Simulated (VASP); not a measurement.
Input of a VASP 6.6.1 run:

INCAR

```
PREC = Accurate
ENCUT = 500
EDIFF = 1E-6
ISMEAR = 0
SIGMA = 0.1
LREAL = False
LASPH = True
NELM = 120
ALGO = Normal
ISIF = 2
LWAVE = False
LCHARG = False
GGA = PE
NBANDS = 24
GGA_COMPAT = False
```

KPOINTS

```
regular mesh
0
Gamma
  4 4 4
```

POSCAR

```
WS3
1.0
    4.2441727726      0.0000000000      0.0000000000
    0.0000000000      4.2441727726      0.0000000000
    0.0000000000      0.0000000000      4.2005486002
W S
1 3
Direct
    0.0000000000      0.0000000000      0.0000000000
    0.0000000000      0.5000000000      0.5000000000
    0.5000000000      0.0000000000      0.5000000000
    0.5000000000      0.5000000000      0.0000000000
```

Potentials or basis: VASP PAW PBE potentials, release 64 (W_sv, S).

Run with:

```console
$ cat potpaw_PBE.64/W_sv/POTCAR potpaw_PBE.64/S/POTCAR > POTCAR
$ mpirun -np 1 vasp_std > vasp.out
```

(1) Estimate the band gap on the k mesh.

(2) What does it give for the pressure?

Results:

(1) zero (band 16 reaches 6.95 eV, above the bottom of band 17 at 6.04 eV).

(2) -17.0 GPa.

Caveat: the k points lie up to 0.37 Å⁻¹ apart; spin-orbit coupling is left out, which moves the levels of the heavy elements.
